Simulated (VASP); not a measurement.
# CdSb2C (I-42d) in VASP: notebook

Aim: see how the results for CdSb2C move with the level of theory and the settings. Levels: PBE, r2SCAN. Tasks: single point.

Everything below comes from runs of VASP 6.6.1. Logs are shortened: lines on timing, memory, paths and dates and some standing lists are left out, and cuts for length are marked.

## 1. The cell of the first run

The structure is tetragonal, space group I-42d (No. 122). Conventional cell: a = 6.265 Å, b = 6.265 Å, c = 10.499 Å, α = 90.00°, β = 90.00°, γ = 90.00°. Within 3.8 Å of Cd (site symmetry -4) lie 4 Sb at 2.90 Å. Within 3.1 Å of Sb (site symmetry 2) lie 2 C at 2.31 Å and 2 Cd at 2.90 Å. Within 3.1 Å of C (site symmetry -4) lie 4 Sb at 2.31 Å.

## 2. Single point, PBE (25.75 Å³/atom)

The input, INCAR:

```
ALGO = Normal
EDIFF = 1E-7
ENCUT = 520
GGA = PE
ISIF = 2
ISMEAR = -1
LASPH = T
LCHARG = T
LELF = T
LREAL = F
LVHAR = T
LWAVE = F
NBANDS = 36
NELM = 100
PREC = Accurate
SIGMA = 0.02
```

The input, KPOINTS:

```
k-points
0
Gamma
  6 6 6
```

The input, POSCAR:

```
CdSb2C
1.0
   -3.1324604301      3.1324604301      5.2493533052
    3.1324604301     -3.1324604301      5.2493533052
    3.1324604301      3.1324604301     -5.2493533052
Cd Sb C
2 4 2
Direct
    0.0000000000      0.0000000000      0.0000000000
    0.7500000000      0.2500000000      0.5000000000
    0.3750000000      0.4524834671      0.5774834671
    0.2024834671      0.6250000000      0.0774834671
    0.8750000000      0.7975165329      0.4225165329
    0.5475165329      0.1250000000     -0.0774834671
    0.5000000000      0.5000000000      0.0000000000
    0.2500000000      0.7500000000      0.5000000000
```

Potentials or basis: VASP PAW PBE potentials, release 64 (Cd, Sb, C).

Launch:

```console
$ cat potpaw_PBE.64/Cd/POTCAR potpaw_PBE.64/Sb/POTCAR potpaw_PBE.64/C/POTCAR > POTCAR
$ mpirun -np 1 vasp_std > vasp.out
```

OUTCAR:

```text
EDIFF = 1E-7
   ENCUT = 520
   GGA = PE
   ISIF = 2
   ISMEAR = -1
   LASPH = T
   LREAL = F
   NELM = 100
   PREC = Accurate

 ion  position               nearest neighbor table
   1  0.000  0.000  0.000-   3 2.90   4 2.90   6 2.90   5 2.90
   2  0.750  0.250  0.500-   4 2.90   3 2.90   5 2.90   6 2.90
   3  0.375  0.452  0.577-   7 2.31   8 2.31   2 2.90   1 2.90   6 3.76   4 3.76   6 3.76   4 3.76

   4  0.202  0.625  0.077-   7 2.31   8 2.31   1 2.90   2 2.90   5 3.76   3 3.76   5 3.76   3 3.76

   5  0.875  0.798  0.423-   7 2.31   8 2.31   1 2.90   2 2.90   6 3.76   4 3.76   6 3.76   4 3.76

   6  0.548  0.125  0.923-   7 2.31   8 2.31   2 2.90   1 2.90   5 3.76   3 3.76   3 3.76   5 3.76

   7  0.500  0.500  0.000-   3 2.31   4 2.31   5 2.31   6 2.31
   8  0.250  0.750  0.500-   3 2.31   4 2.31   5 2.31   6 2.31

  LATTYP: Found a body centered tetragonal cell.
 ALAT       =     6.2649208602
 C/A-ratio  =     1.6757923755

  Lattice vectors:

 A1 = (  -3.1324604301,   3.1324604301,   5.2493533052)
 A2 = (   3.1324604301,  -3.1324604301,   5.2493533052)
 A3 = (   3.1324604301,   3.1324604301,  -5.2493533052)

Analysis of symmetry for initial positions (statically):
=====================================================================
 Subroutine PRICEL returns:
 Original cell was already a primitive cell.

 Routine SETGRP: Setting up the symmetry group for a
 body centered tetragonal supercell.

 Subroutine GETGRP returns: Found  8 space group operations
 (whereof  4 operations were pure point group operations)
 out of a pool of 16 trial point group operations.

The static configuration has the point symmetry S_4 .
 The point group associated with its full space group is D_2d.

Analysis of symmetry for dynamics (positions and initial velocities):
=====================================================================
 Subroutine PRICEL returns:
 Original cell was already a primitive cell.

 Routine SETGRP: Setting up the symmetry group for a
 body centered tetragonal supercell.

 Subroutine GETGRP returns: Found  8 space group operations
 (whereof  4 operations were pure point group operations)
 out of a pool of 16 trial point group operations.

The dynamic configuration has the point symmetry S_4 .
 The point group associated with its full space group is D_2d.

 Subroutine INISYM returns: Found  8 space group operations
 (whereof  4 operations are pure point group operations),
 and found     1 'primitive' translations

----------------------------------------------------------------------------------------

                                     Primitive cell

  volume of cell :     206.0331

  direct lattice vectors                    reciprocal lattice vectors
    -3.132460430  3.132460430  5.249353305     0.000000000  0.159618936  0.095249828
     3.132460430 -3.132460430  5.249353305     0.159618936  0.000000000  0.095249828
     3.132460430  3.132460430 -5.249353305     0.159618936  0.159618936  0.000000000

  length of vectors
     6.868793694  6.868793694  6.868793694     0.185878278  0.185878278  0.225735264

  position of ions in fractional coordinates (direct lattice)
     0.000000000  0.000000000  0.000000000
     0.750000000  0.250000000  0.500000000
     0.375000000  0.452483467  0.577483467
     0.202483467  0.625000000  0.077483467
     0.875000000  0.797516533  0.422516533
     0.547516533  0.125000000  0.922516533
     0.500000000  0.500000000  0.000000000
     0.250000000  0.750000000  0.500000000

  ion indices of the primitive-cell ions
   primitive index   ion index
                 1           1
                 2           2
                 3           3
                 4           4
                 5           5
                 6           6
                 7           7
                 8           8

----------------------------------------------------------------------------------------

 KPOINTS: k-points

Automatic generation of k-mesh.
 Grid dimensions read from file:
 generate k-points for:    6    6    6

 Generating k-lattice:

  Cartesian coordinates                     Fractional coordinates (reciprocal lattice)
     0.000000000  0.026603156  0.015874971     0.166666667 -0.000000000  0.000000000
     0.026603156  0.000000000  0.015874971    -0.000000000  0.166666667  0.000000000
     0.026603156  0.026603156  0.000000000     0.000000000  0.000000000  0.166666667

  Length of vectors
     0.030979713  0.030979713  0.037622544

  Shift w.r.t. Gamma in fractional coordinates (k-lattice)
     0.000000000  0.000000000  0.000000000

 Subroutine IBZKPT returns following result:
 ===========================================

 Found     30 irreducible k-points:

 Following reciprocal coordinates:
            Coordinates               Weight
  0.000000  0.000000  0.000000      1.000000
  0.166667 -0.000000  0.000000      8.000000
  0.333333  0.000000 -0.000000      8.000000
  0.500000  0.000000  0.000000      4.000000
  0.166667  0.166667  0.000000      8.000000
  0.333333  0.166667  0.000000     16.000000
[... 16 lines left out ...]
 -0.333333 -0.333333  0.166667      8.000000
 -0.166667 -0.333333  0.166667      8.000000
 [... further k-points ...]
   k-points           NKPTS =     30   k-points in BZ     NKDIM =     30   number of bands    NBANDS=     36
   number of dos      NEDOS =    301   number of ions     NIONS =      8
   total plane-waves  NPLWV = 157464
   dimension x,y,z NGX =    54 NGY =   54 NGZ =   54
   dimension x,y,z NGXF=   108 NGYF=  108 NGZF=  108
   ions per type =               2   4   2
   NGX,Y,Z   is equivalent  to a cutoff of  13.07, 13.07, 13.07 a.u.
   NGXF,Y,Z  is equivalent  to a cutoff of  26.14, 26.14, 26.14 a.u.
 SYSTEM =  unknown system
   PREC   = accura    normal or accurate (medium, high low for compatibility)
   ISTART =      0    job   : 0-new  1-cont  2-samecut
   ICHARG =      2    charge: 1-file 2-atom 10-const
   ISPIN  =      1    spin polarized calculation?
   LNONCOLLINEAR =      F non collinear calculations
   LSORBIT =      F    spin-orbit coupling
   LASPH  =      T    aspherical Exc in radial PAW
   ENCUT  =  520.0 eV  38.22 Ry    6.18 a.u.  12.77 12.77 12.77*2*pi/ulx,y,z
   NELM   =    100;   NELMIN=  2; NELMDL= -5     # of ELM steps
   EDIFF  = 0.1E-06   stopping-criterion for ELM
   LREAL  =      F    real-space projection
   EDIFFG = 0.1E-05   stopping-criterion for IOM
   NSW    =      0    number of steps for IOM
   IBRION =     -1    ionic relax: 0-MD 1-quasi-New 2-CG
   NFREE  =      0    steps in history (QN), initial steepest desc. (CG)
   ISIF   =      2    stress and relaxation
   ISYM   =      2    0-nonsym 1-usesym 2-fastsym
   POTIM  = 0.5000    time-step for ionic-motion
   TEBEG  =    0.0;   TEEND  =   0.0 temperature during run
   PSTRESS=    0.0 pullay stress
   NELECT =      52.0000    total number of electrons
   NUPDOWN=      -1.0000    fix difference up-down
   EMIN   =  10.00;   EMAX   =-10.00  energy-range for DOS
   EFERMI =   0.00;   METHOD = LEGACY
   ISMEAR =    -1;   SIGMA  =   0.02  broadening in eV -4-tet -1-fermi 0-gaus
   EFERMI_NEDOS =   21; number of points for ismear=-14 and -15
   IALGO  =     38    algorithm
   IMIX   =      4    mixing-type and parameters
     AMIX     =   0.40;   BMIX     =  1.00
     AMIX_MAG =   1.60;   BMIX_MAG =  1.00
  volume/ion in A,a.u.               =      25.75       173.80
  Fermi-wavevector in a.u.,A,eV,Ry     =   1.034579  1.955071 14.563044  1.070354
  Thomas-Fermi vector in A             =   2.168881
   LORBIT       =      0    0 simple, 1 ext, 2 COOP (PROOUT), +10 PAW based schemes
   GGA     = PE    functional components
   LHFCALC =     F    Hartree Fock is set to
   AEXX    =    0.0000 exact exchange contribution
   IVDW    =     0    specifies the selected vdW correction
   LEPSILON=     F    determine dielectric tensor
   LRPA    =     F    only Hartree local field effects (RPA)
 non-spin polarized calculation
  energy-cutoff  :      520.00
  volume of cell :      206.03
 maximum number of plane-waves:      5575
 NGX is ok and might be reduce to    54
   NGX = 25   NGY = 25   NGZ = 25

 number of electron      52.0000002 magnetization

 Free energy of the ion-electron system (eV)
  ---------------------------------------------------
  ext. energy  EPLUGINS =         0.00000000
  ---------------------------------------------------
  free energy    TOTEN  =       -30.81289528 eV

  energy without entropy =      -30.81282253  energy(sigma->0) =      -30.81285890

 E-fermi :   4.6790     XC(G=0):  -9.3371

 val. band max:        4.5635771304   @ k =  -0.1667   0.3333   0.1667
 cond. band min:       4.7457896671   @ k =   0.0000   0.0000   0.0000
 fundamental gap:      0.1822125366
 Fermi energy:         4.6789702934

 k-point     1 :       0.0000    0.0000    0.0000
  band No.  band energies     occupation
      1      -8.4895      2.00000
      2      -6.3470      2.00000
      3      -4.9730      2.00000
      4      -4.9730      2.00000
      5      -4.9635      2.00000
      6      -4.0366      2.00000
[... 28 lines left out ...]
     35       9.2524      0.00000
     36       9.2579      0.00000

 k-point     2 :       0.1667   -0.0000    0.0000
  band No.  band energies     occupation
      1      -8.4137      2.00000
      2      -6.5683      2.00000
      3      -5.0167      2.00000
      4      -4.9661      2.00000
      5      -4.7963      2.00000
      6      -4.0473      2.00000
[... 28 lines left out ...]
     35       8.9386      0.00000
     36       9.1956      0.00000
[... 817 lines left out ...]
     35       8.7644      0.00000
     36       9.2484      0.00000

 k-point    24 :      -0.1667   -0.3333    0.1667
  band No.  band energies     occupation
      1      -8.2436      2.00000
      2      -6.9705      2.00000
      3      -5.0275      2.00000
      4      -4.9789      2.00000
      5      -4.5245      2.00000
      6      -4.0719      2.00000
[... 28 lines left out ...]
     35       8.8615      0.00000
     36       9.1389      0.00000

 [... further k-points ...]

------------------------ aborting loop because EDIFF is reached ----------------------------------------

  FORCE on cell =-STRESS in cart. coord.  units (eV):
  Direction    XX          YY          ZZ          XY          YZ          ZX
  --------------------------------------------------------------------------------------
  -------------------------------------------------------------------------------------
  Total       -4.0429890     -4.0429890     -3.5187969      0.0000000      0.0000000      0.0000000
  in kB      -31.4395386    -31.4395386    -27.3632579      0.0000000      0.0000000      0.0000000
  external PRESSURE =     -30.0807784 kB  Pullay stress =       0.0000000 kB

 VOLUME and BASIS-vectors are now :
 -----------------------------------------------------------------------------
  energy-cutoff  :      520.00
  volume of cell :      206.03
      direct lattice vectors                 reciprocal lattice vectors
    -3.132460430  3.132460430  5.249353305     0.000000000  0.159618936  0.095249828
     3.132460430 -3.132460430  5.249353305     0.159618936  0.000000000  0.095249828
     3.132460430  3.132460430 -5.249353305     0.159618936  0.159618936  0.000000000

 POSITION                                       TOTAL-FORCE (eV/Angst)
 -----------------------------------------------------------------------------------
      0.00000      0.00000      0.00000        -0.000000      0.000000      0.000000
      0.00000      3.13246      2.62468        -0.000000     -0.000000     -0.000000
      2.05166      1.56623      1.31234         0.070812     -0.000000     -0.000000
      1.56623     -1.08080      3.93701        -0.000000      0.070812     -0.000000
      1.08080      1.56623      6.56169        -0.070812     -0.000000      0.000000
      1.56623      4.21326     -1.31234        -0.000000     -0.070812      0.000000
      0.00000      0.00000      5.24935        -0.000000     -0.000000      0.000000
      3.13246      0.00000      2.62468        -0.000000     -0.000000      0.000000
 -----------------------------------------------------------------------------------
    total drift:                               -0.000002     -0.000002     -0.000002

  FREE ENERGIE OF THE ION-ELECTRON SYSTEM (eV)
  ---------------------------------------------------
  free  energy   TOTEN  =       -30.8128952795 eV

  energy  without entropy=      -30.8128225278  energy(sigma->0) =      -30.81285890
```

Wall time 4 min (1 thread of AMD EPYC 9R45 (Zen 5), shared host); peak memory 0.47 GiB.

What came out:

```yaml
Free_energy: -30.8129 eV
Pressure: -3.0 GPa
Largest_force: 0.071 eV/Å
Band_gap_on_the_k_mesh: 0.18 eV (least direct gap 0.53 eV)
```

Forces in eV/Å, atoms in the order of the input:
```
Cd   0.000  0.000  0.000
Cd   0.000  0.000  0.000
Sb   0.071  0.000  0.000
Sb   0.000  0.071  0.000
Sb  -0.071  0.000  0.000
Sb   0.000 -0.071  0.000
C    0.000  0.000  0.000
C    0.000  0.000  0.000
```

Stress tensor (GPa, compression positive):
```
-3.14  0.00  0.00
 0.00 -3.14  0.00
 0.00  0.00 -2.74
```

Caveat: the cell stands under tension; semilocal functionals underestimate gaps, and a narrow one can read as zero; spin-orbit coupling is left out, which moves the levels of the heavy elements.

## 3. Single point, r2SCAN (22.31 Å³/atom)

This run uses another cell than the first one, of 22.31 Å³/atom.

The input, POSCAR:

```
CdSb2C
1.0
   -2.9822595171      2.9822595171      5.0177002128
    2.9822595171     -2.9822595171      5.0177002128
    2.9822595171      2.9822595171     -5.0177002128
Cd Sb C
2 4 2
Direct
    0.0000000000      0.0000000000      0.0000000000
    0.7500000000      0.2500000000      0.5000000000
    0.3750000000      0.4513221423      0.5763221423
    0.2013221423      0.6250000000      0.0763221423
    0.8750000000      0.7986778577      0.4236778577
    0.5486778577      0.1250000000     -0.0763221423
    0.5000000000      0.5000000000      0.0000000000
    0.2500000000      0.7500000000      0.5000000000
```

The input, INCAR.step1:

```
PREC = Accurate ; ENCUT = 520
ISMEAR = -1 ; SIGMA = 0.02
LREAL = False ; LASPH = True
NELM = 80 ; NBANDS = 36
GGA = PE ; ALGO = Normal
EDIFF = 1E-4 ; LWAVE = True
LCHARG = False
```

The input, INCAR.step2:

```
PREC = Accurate ; ENCUT = 520
EDIFF = 1E-7 ; ISMEAR = -1
SIGMA = 0.02 ; LREAL = False
LASPH = True ; NELM = 80
ALGO = Normal ; ISIF = 2
LWAVE = False ; LCHARG = False
METAGGA = R2SCAN ; LMIXTAU = True
NBANDS = 36 ; ISTART = 1
```

The input, KPOINTS:

```
Automatic mesh
0
Gamma
  6 6 6
```

Potentials or basis: VASP PAW PBE potentials, release 64 (Cd, Sb, C).

Launch:

```console
$ cat potpaw_PBE.64/Cd/POTCAR potpaw_PBE.64/Sb/POTCAR potpaw_PBE.64/C/POTCAR > POTCAR
$ cp INCAR.step1 INCAR
$ mpirun -np 1 vasp_std > vasp.out
$ cp INCAR.step2 INCAR
$ mpirun -np 1 vasp_std > vasp.out
```

Wall time 11 min (1 thread of AMD EPYC 9R45 (Zen 5), shared host); peak memory 0.45 GiB.

The run converged. Its results:

| Item | Value |
| --- | --- |
| Free energy | -157.2840 eV |
| Pressure | 5.2 GPa |
| Largest force | 0.140 eV/Å |
| Band gap on the k mesh | 0.22 eV |

Forces on the atoms (eV/Å):
```
Cd   0.000  0.000  0.000
Cd   0.000  0.000  0.000
Sb  -0.140  0.000  0.000
Sb   0.000 -0.140  0.000
Sb   0.140  0.000  0.000
Sb   0.000  0.140  0.000
C    0.000  0.000  0.000
C    0.000  0.000  0.000
```

Stress tensor (GPa, compression positive):
```
5.34 0.00 0.00
0.00 5.34 0.00
0.00 0.00 4.77
```

Levels at points of the mesh, in eV from the valence-band top:
```tsv
k point	band 23	band 24	band 25	band 26	band 27	band 28	band 29	band 30
(0.00, 0.00, 0.00)	-2.78	-0.62	-0.62	0.00	0.22	0.42	0.43	2.72
(0.50, 0.00, 0.00)	-2.56	-2.11	-0.95	-0.55	1.49	1.59	2.30	2.55
(0.50, 0.50, 0.00)	-1.68	-1.68	-0.83	-0.83	0.69	0.69	2.17	2.17
(0.50, 0.50, 0.50)	-2.55	-2.55	-0.72	-0.72	0.62	0.62	2.06	2.06
```

Caveat: the cell stands under pressure; semilocal functionals underestimate gaps, and a narrow one can read as zero; the PAW data sets were made with another functional, which shifts forces and pressure a little; spin-orbit coupling is left out, which moves the levels of the heavy elements.

(Continued in part 2 of 2.)
